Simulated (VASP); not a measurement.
# Ca31TaO32 (a cell with a defect) in VASP: single point with PBEsol

Aim: the single point of Ca31TaO32 (a cell with a defect) with PBEsol.

All numbers are computed with VASP 6.6.1; they aren't measurements. Logs are shortened: lines on timing, memory, paths and dates and some standing lists are left out, and cuts for length are marked.

### Step 1. The cell of the first run

The cell holds a defect, 64 atoms: a = 9.535 Å, b = 9.535 Å, c = 9.535 Å, α = 90.00°, β = 90.00°, γ = 90.00°.

### Step 2. Single point, PBEsol

Input file INCAR:

```
SYSTEM = Ca31TaO32
ALGO = Normal
EDIFF = 1E-6
ENCUT = 520
GGA = PS
ISIF = 2
ISMEAR = -1
LASPH = .True.
LCHARG = .False.
LREAL = Auto
LWAVE = .False.
NBANDS = 294
NELECT = 510.0
NELM = 60
PREC = Accurate
SIGMA = 0.05
```

Input file KPOINTS:

```
k-points
0
Gamma
  1 1 1
  0 0 0
```

Input file POSCAR:

```
Ca31TaO32
1.0
    9.5352000000      0.0000000000      0.0000000000
    0.0000000000      9.5352000000      0.0000000000
    0.0000000000      0.0000000000      9.5352000000
O Ca Ta
32 31 1
Direct
    0.2524750000      0.0002310000      0.9997010000
    0.2560510000      0.0002790000      0.4997020000
    0.2560430000      0.5002410000      0.9997430000
    0.2870440000      0.5002360000      0.4997060000
    0.7486990000      0.0002420000      0.9997150000
    0.7451210000      0.0002110000      0.4997140000
    0.7451180000      0.5002530000      0.9996750000
    0.7141640000      0.5002390000      0.4996930000
    0.0005830000      0.2521280000      0.9997140000
    0.0006180000      0.2557210000      0.4997160000
    0.0005860000      0.7483560000      0.9997190000
    0.0005490000      0.7447890000      0.4997220000
    0.5005780000      0.2557070000      0.9997580000
    0.5005800000      0.2866570000      0.4997110000
    0.5005940000      0.7447820000      0.9996810000
    0.5006030000      0.7137800000      0.4996990000
    0.0005890000      0.0002330000      0.2515940000
    0.0005880000      0.0002400000      0.7478210000
    0.0006200000      0.5002410000      0.2551860000
    0.0005510000      0.5002590000      0.7442570000
    0.5005820000      0.0002830000      0.2551680000
    0.5005890000      0.0002210000      0.7442440000
    0.5005960000      0.5002340000      0.2861450000
    0.5005950000      0.5002250000      0.7132660000
    0.2527520000      0.2524130000      0.2518810000
    0.2528010000      0.2524490000      0.7474930000
    0.2527960000      0.7480230000      0.2519200000
    0.2528180000      0.7480150000      0.7474860000
    0.7483840000      0.2524530000      0.2519250000
    0.7483740000      0.2524630000      0.7475000000
    0.7483830000      0.7480410000      0.2519300000
    0.7484070000      0.7480670000      0.7475380000
    0.0005890000      0.0002440000      0.9997180000
    0.0005850000      0.0002490000      0.4997080000
    0.0005810000      0.5002430000      0.9997080000
    0.0005470000      0.5002650000      0.4997020000
    0.5005870000      0.0002330000      0.9997110000
    0.5005910000      0.0003400000      0.4997020000
    0.5005770000      0.5002610000      0.9996990000
    0.2492290000      0.2488860000      0.9997000000
    0.2474900000      0.2471750000      0.4996690000
    0.2492460000      0.7515740000      0.9997090000
    0.2475420000      0.7533200000      0.4997080000
    0.7519190000      0.2489180000      0.9997190000
    0.7536590000      0.2471870000      0.4997090000
    0.7519480000      0.7516070000      0.9997230000
    0.7536490000      0.7533400000      0.4997470000
    0.2492310000      0.0002330000      0.2483450000
    0.2492540000      0.0002410000      0.7510420000
    0.2474970000      0.5002160000      0.2466230000
    0.2475150000      0.5002540000      0.7527560000
    0.7519160000      0.0002470000      0.2483780000
    0.7519470000      0.0002560000      0.7510730000
    0.7536530000      0.5002550000      0.2466380000
    0.7536620000      0.5002920000      0.7527930000
    0.0005780000      0.2488870000      0.2483530000
    0.0005780000      0.2489130000      0.7510400000
    0.0005880000      0.7515820000      0.2483800000
    0.0005930000      0.7516110000      0.7510670000
    0.5005500000      0.2471710000      0.2466140000
    0.5005910000      0.2471800000      0.7527900000
    0.5005910000      0.7533150000      0.2466560000
    0.5006240000      0.7533340000      0.7527860000
    0.5005940000      0.5002310000      0.4997030000
```

Potentials or basis: VASP PAW PBE potentials, release 64 (O, Ca_sv, Ta_pv).

Launch:

```
cat potpaw_PBE.64/O/POTCAR potpaw_PBE.64/Ca_sv/POTCAR potpaw_PBE.64/Ta_pv/POTCAR > POTCAR
mpirun -np 1 vasp_gam > vasp.out
```

OUTCAR:

```text
SYSTEM = Ca31TaO32
   EDIFF = 1E-6
   ENCUT = 520
   GGA = PS
   ISIF = 2
   ISMEAR = -1
   LASPH = .True.
   LREAL = Auto
   NELECT = 510.0
   NELM = 60
   PREC = Accurate

 ion  position               nearest neighbor table
   1  0.252  0.000  1.000-  37 2.37  48 2.37  40 2.37  42 2.37  49 2.37  33 2.40
   2  0.256  0.000  0.500-  38 2.33  41 2.36  43 2.36  49 2.40  48 2.40  34 2.44
   3  0.256  0.500  1.000-  39 2.33  50 2.36  51 2.36  42 2.40  40 2.40  35 2.44
   4  0.287  0.500  0.500-  64 2.04  51 2.44  41 2.44  43 2.44  50 2.44
   5  0.749  0.000  1.000-  37 2.37  46 2.37  53 2.37  52 2.37  44 2.37  33 2.40
   6  0.745  0.000  0.500-  38 2.33  47 2.36  45 2.36  52 2.40  53 2.40  34 2.44
   7  0.745  0.500  1.000-  39 2.33  55 2.36  54 2.36  44 2.40  46 2.40  35 2.44
   8  0.714  0.500  0.500-  64 2.04  45 2.44  54 2.44  47 2.44  55 2.44
   9  0.001  0.252  1.000-  35 2.37  56 2.37  40 2.37  44 2.37  57 2.37  33 2.40
  10  0.001  0.256  0.500-  36 2.33  41 2.36  45 2.36  57 2.40  56 2.40  34 2.44
  11  0.001  0.748  1.000-  35 2.37  46 2.37  59 2.37  42 2.37  58 2.37  33 2.40
  12  0.001  0.745  0.500-  36 2.33  47 2.36  43 2.36  58 2.40  59 2.40  34 2.44
  13  0.501  0.256  1.000-  39 2.33  60 2.36  61 2.36  44 2.40  40 2.40  37 2.44
  14  0.501  0.287  0.500-  64 2.04  45 2.44  61 2.44  41 2.44  60 2.44
  15  0.501  0.745  1.000-  39 2.33  63 2.36  62 2.36  42 2.40  46 2.40  37 2.44
  16  0.501  0.714  0.500-  64 2.04  62 2.44  47 2.44  43 2.44  63 2.44
  17  0.001  0.000  0.252-  34 2.37  48 2.37  58 2.37  56 2.37  52 2.37  33 2.40
[... 45 lines left out ...]
  63  0.501  0.753  0.753-  22 2.36  15 2.36  32 2.36  28 2.36  16 2.44  24 2.44
  64  0.501  0.500  0.500-  16 2.04   4 2.04  23 2.04  24 2.04   8 2.04  14 2.04

  LATTYP: Found a simple cubic cell.
 ALAT       =     9.5352000000

  Lattice vectors:

 A1 = (   9.5352000000,   0.0000000000,   0.0000000000)
 A2 = (   0.0000000000,   9.5352000000,   0.0000000000)
 A3 = (   0.0000000000,   0.0000000000,   9.5352000000)

Analysis of symmetry for initial positions (statically):
=====================================================================
 Subroutine PRICEL returns:
 Original cell was already a primitive cell.

 Routine SETGRP: Setting up the symmetry group for a
 simple cubic supercell.

 Subroutine GETGRP returns: Found  1 space group operations
 (whereof  1 operations were pure point group operations)
 out of a pool of 48 trial point group operations.

The static configuration has the point symmetry C_1 .

Analysis of symmetry for dynamics (positions and initial velocities):
=====================================================================
 Subroutine PRICEL returns:
 Original cell was already a primitive cell.

 Routine SETGRP: Setting up the symmetry group for a
 simple cubic supercell.

 Subroutine GETGRP returns: Found  1 space group operations
 (whereof  1 operations were pure point group operations)
 out of a pool of 48 trial point group operations.

The dynamic configuration has the point symmetry C_1 .

 Subroutine INISYM returns: Found  1 space group operations
 (whereof  1 operations are pure point group operations),
 and found     1 'primitive' translations

----------------------------------------------------------------------------------------

                                     Primitive cell

  volume of cell :     866.9408

  direct lattice vectors                    reciprocal lattice vectors
     9.535200000  0.000000000  0.000000000     0.104874570  0.000000000  0.000000000
     0.000000000  9.535200000  0.000000000     0.000000000  0.104874570  0.000000000
     0.000000000  0.000000000  9.535200000     0.000000000  0.000000000  0.104874570

  length of vectors
     9.535200000  9.535200000  9.535200000     0.104874570  0.104874570  0.104874570

  position of ions in fractional coordinates (direct lattice)
     0.252475000  0.000231000  0.999701000
     0.256051000  0.000279000  0.499702000
     0.256043000  0.500241000  0.999743000
     0.287044000  0.500236000  0.499706000
     0.748699000  0.000242000  0.999715000
     0.745121000  0.000211000  0.499714000
[... 56 lines left out ...]
     0.500624000  0.753334000  0.752786000
     0.500594000  0.500231000  0.499703000

  ion indices of the primitive-cell ions
   primitive index   ion index
                 1           1
                 2           2
                 3           3
                 4           4
                 5           5
                 6           6
[... 56 lines left out ...]
                63          63
                64          64

----------------------------------------------------------------------------------------

 KPOINTS: k-points

Automatic generation of k-mesh.
 Grid dimensions read from file:
 generate k-points for:    1    1    1

 Generating k-lattice:

  Cartesian coordinates                     Fractional coordinates (reciprocal lattice)
     0.104874570  0.000000000  0.000000000     1.000000000  0.000000000  0.000000000
     0.000000000  0.104874570  0.000000000     0.000000000  1.000000000  0.000000000
     0.000000000  0.000000000  0.104874570     0.000000000  0.000000000  1.000000000

  Length of vectors
     0.104874570  0.104874570  0.104874570

  Shift w.r.t. Gamma in fractional coordinates (k-lattice)
     0.000000000  0.000000000  0.000000000

 Subroutine IBZKPT returns following result:
 ===========================================

 Found      1 irreducible k-points:

 Following reciprocal coordinates:
            Coordinates               Weight
  0.000000  0.000000  0.000000      1.000000
   k-points           NKPTS =      1   k-points in BZ     NKDIM =      1   number of bands    NBANDS=    294
   number of dos      NEDOS =    301   number of ions     NIONS =     64
   total plane-waves  NPLWV = 373248
   dimension x,y,z NGX =    72 NGY =   72 NGZ =   72
   dimension x,y,z NGXF=   144 NGYF=  144 NGZF=  144
   ions per type =              32  31   1
   NGX,Y,Z   is equivalent  to a cutoff of  12.55, 12.55, 12.55 a.u.
   NGXF,Y,Z  is equivalent  to a cutoff of  25.11, 25.11, 25.11 a.u.
 SYSTEM =  Ca31TaO32
   PREC   = accura    normal or accurate (medium, high low for compatibility)
   ISTART =      0    job   : 0-new  1-cont  2-samecut
   ICHARG =      2    charge: 1-file 2-atom 10-const
   ISPIN  =      1    spin polarized calculation?
   LNONCOLLINEAR =      F non collinear calculations
   LSORBIT =      F    spin-orbit coupling
   LASPH  =      T    aspherical Exc in radial PAW
   ENCUT  =  520.0 eV  38.22 Ry    6.18 a.u.  17.73 17.73 17.73*2*pi/ulx,y,z
   NELM   =     60;   NELMIN=  2; NELMDL= -5     # of ELM steps
   EDIFF  = 0.1E-05   stopping-criterion for ELM
   LREAL  =      T    real-space projection
   EDIFFG = 0.1E-04   stopping-criterion for IOM
   NSW    =      0    number of steps for IOM
   IBRION =     -1    ionic relax: 0-MD 1-quasi-New 2-CG
   NFREE  =      0    steps in history (QN), initial steepest desc. (CG)
   ISIF   =      2    stress and relaxation
   ISYM   =      2    0-nonsym 1-usesym 2-fastsym
   POTIM  = 0.5000    time-step for ionic-motion
   TEBEG  =    0.0;   TEEND  =   0.0 temperature during run
   PSTRESS=    0.0 pullay stress
   NELECT =     510.0000    total number of electrons
   NUPDOWN=      -1.0000    fix difference up-down
   EMIN   =  10.00;   EMAX   =-10.00  energy-range for DOS
   EFERMI =   0.00;   METHOD = LEGACY
   ISMEAR =    -1;   SIGMA  =   0.05  broadening in eV -4-tet -1-fermi 0-gaus
   EFERMI_NEDOS =   21; number of points for ismear=-14 and -15
   IALGO  =     38    algorithm
   IMIX   =      4    mixing-type and parameters
     AMIX     =   0.40;   BMIX     =  1.00
     AMIX_MAG =   1.60;   BMIX_MAG =  1.00
  volume/ion in A,a.u.               =      13.55        91.41
  Fermi-wavevector in a.u.,A,eV,Ry     =   1.371729  2.592193 25.601284  1.881641
  Thomas-Fermi vector in A             =   2.497400
   LORBIT       =      0    0 simple, 1 ext, 2 COOP (PROOUT), +10 PAW based schemes
   GGA     = PS    functional components
   LHFCALC =     F    Hartree Fock is set to
   AEXX    =    0.0000 exact exchange contribution
   IVDW    =     0    specifies the selected vdW correction
   LEPSILON=     F    determine dielectric tensor
   LRPA    =     F    only Hartree local field effects (RPA)
 non-spin polarized calculation
  energy-cutoff  :      520.00
  volume of cell :      866.94
 maximum number of plane-waves:     11720
 NGX is ok and might be reduce to    70
   NGX = 35   NGY = 35   NGZ = 35

 number of electron     509.9999899 magnetization

 Free energy of the ion-electron system (eV)
  ---------------------------------------------------
  ext. energy  EPLUGINS =         0.00000000
  ---------------------------------------------------
  free energy    TOTEN  =      -449.98422803 eV

  energy without entropy =     -449.98422803  energy(sigma->0) =     -449.98422803

 E-fermi :   3.7581     XC(G=0): -10.8235

 val. band max:        2.4910746014   @ k =   0.0000   0.0000   0.0000
 cond. band min:       5.7639942624   @ k =   0.0000   0.0000   0.0000
 fundamental gap:      3.2729196610
 Fermi energy:         3.7581206206

 k-point     1 :       0.0000    0.0000    0.0000
  band No.  band energies     occupation
      1     -35.3926      2.00000
      2     -35.3905      2.00000
      3     -35.3903      2.00000
      4     -34.9205      2.00000
      5     -34.8948      2.00000
      6     -34.8947      2.00000
[... 259 lines left out ...]
    266       7.3123      0.00000
    267       7.3124      0.00000
 [bands above 267 left out]

------------------------ aborting loop because EDIFF is reached ----------------------------------------

  FORCE on cell =-STRESS in cart. coord.  units (eV):
  Direction    XX          YY          ZZ          XY          YZ          ZX
  --------------------------------------------------------------------------------------
  -------------------------------------------------------------------------------------
  Total      -14.6239137    -14.6212879    -14.6222688      0.0047450      0.0029954     -0.0090040
  in kB      -27.0261870    -27.0213343    -27.0231471      0.0087692      0.0055357     -0.0166401
  external PRESSURE =     -27.0235562 kB  Pullay stress =       0.0000000 kB

 VOLUME and BASIS-vectors are now :
 -----------------------------------------------------------------------------
  energy-cutoff  :      520.00
  volume of cell :      866.94
      direct lattice vectors                 reciprocal lattice vectors
     9.535200000  0.000000000  0.000000000     0.104874570  0.000000000  0.000000000
     0.000000000  9.535200000  0.000000000     0.000000000  0.104874570  0.000000000
     0.000000000  0.000000000  9.535200000     0.000000000  0.000000000  0.104874570

 POSITION                                       TOTAL-FORCE (eV/Angst)
 -----------------------------------------------------------------------------------
      2.40740      0.00220      9.53235         0.036371      0.000881     -0.001440
      2.44150      0.00266      4.76476         0.073396     -0.002616      0.000009
      2.44142      4.76990      9.53275         0.073702     -0.000363     -0.002655
      2.73702      4.76985      4.76480         0.103330     -0.000672      0.001313
      7.13899      0.00231      9.53248        -0.039905      0.000028     -0.000600
      7.10488      0.00201      4.76487        -0.072679      0.002426      0.001475
[... 56 lines left out ...]
      4.77355      7.18319      7.17797        -0.002256      0.050111      0.049907
      4.77326      4.76980      4.76477         0.000181      0.000779      0.000430
 -----------------------------------------------------------------------------------
    total drift:                               -0.004047     -0.000766      0.001902

  FREE ENERGIE OF THE ION-ELECTRON SYSTEM (eV)
  ---------------------------------------------------
  free  energy   TOTEN  =      -449.9842280342 eV

  energy  without entropy=     -449.9842280342  energy(sigma->0) =     -449.98422803
```

Run time: 7.8 min. Hardware: 1 thread of Intel Xeon Platinum 8375C at 2.90GHz (Ice Lake), shared host; peak memory 0.78 GiB.

Results:

```yaml
Free_energy: -449.9842 eV
Largest_force: 0.107 eV/Å
```

Forces in eV/Å, atoms in the order of the input:
```
O    0.036  0.001 -0.001
O    0.073 -0.003  0.000
O    0.074  0.000 -0.003
O    0.103 -0.001  0.001
O   -0.040  0.000 -0.001
O   -0.073  0.002  0.001
O   -0.073 -0.001  0.004
O   -0.105  0.000  0.002
O    0.000  0.037 -0.002
O   -0.002  0.073 -0.001
O    0.001 -0.039  0.000
O    0.003 -0.073  0.000
O    0.001  0.074 -0.003
O    0.000  0.105  0.000
O    0.000 -0.073  0.002
O    0.000 -0.107  0.000
O    0.001  0.001  0.039
O    0.001  0.001 -0.037
O   -0.003  0.000  0.072
O    0.003  0.000 -0.074
O   -0.001 -0.003  0.073
O    0.001  0.002 -0.074
O    0.001  0.000  0.107
O   -0.002  0.001 -0.105
O    0.020  0.021  0.020
O    0.018  0.020 -0.020
O    0.020 -0.019  0.019
O    0.018 -0.018 -0.019
O   -0.019  0.018  0.019
O   -0.018  0.019 -0.020
O   -0.020 -0.018  0.017
O   -0.019 -0.020 -0.019
Ca   0.000  0.000 -0.001
Ca   0.001  0.000  0.000
Ca   0.001  0.000  0.000
Ca   0.001  0.000  0.001
Ca   0.000  0.001  0.000
Ca   0.000  0.000  0.000
Ca   0.001 -0.001  0.000
Ca  -0.029 -0.028 -0.001
Ca  -0.050 -0.050  0.003
Ca  -0.029  0.030  0.000
Ca  -0.053  0.051  0.000
Ca   0.030 -0.030  0.000
Ca   0.051 -0.051  0.000
Ca   0.028  0.028  0.000
Ca   0.051  0.050 -0.002
Ca  -0.029  0.000 -0.028
Ca  -0.030  0.001  0.029
Ca  -0.050  0.001 -0.050
Ca  -0.052 -0.001  0.052
Ca   0.030  0.000 -0.030
Ca   0.028  0.001  0.028
Ca   0.051  0.000 -0.051
Ca   0.050 -0.003  0.050
Ca   0.000 -0.028 -0.029
Ca   0.000 -0.029  0.030
Ca   0.000  0.030 -0.029
Ca   0.000  0.028  0.028
Ca   0.002 -0.050 -0.050
Ca  -0.001 -0.051  0.051
Ca   0.000  0.051 -0.052
Ca  -0.002  0.050  0.050
Ta   0.000  0.001  0.000
```

Caveat: the k points lie up to 0.66 Å⁻¹ apart; the cell carries a net charge on a neutralising background, which shifts energy and pressure; the cell is charged against a uniform background, so pressure and absolute levels hang on convention; the PAW data sets were made with another functional, which shifts forces and pressure a little; spin-orbit coupling is left out, which moves the levels of the heavy elements.
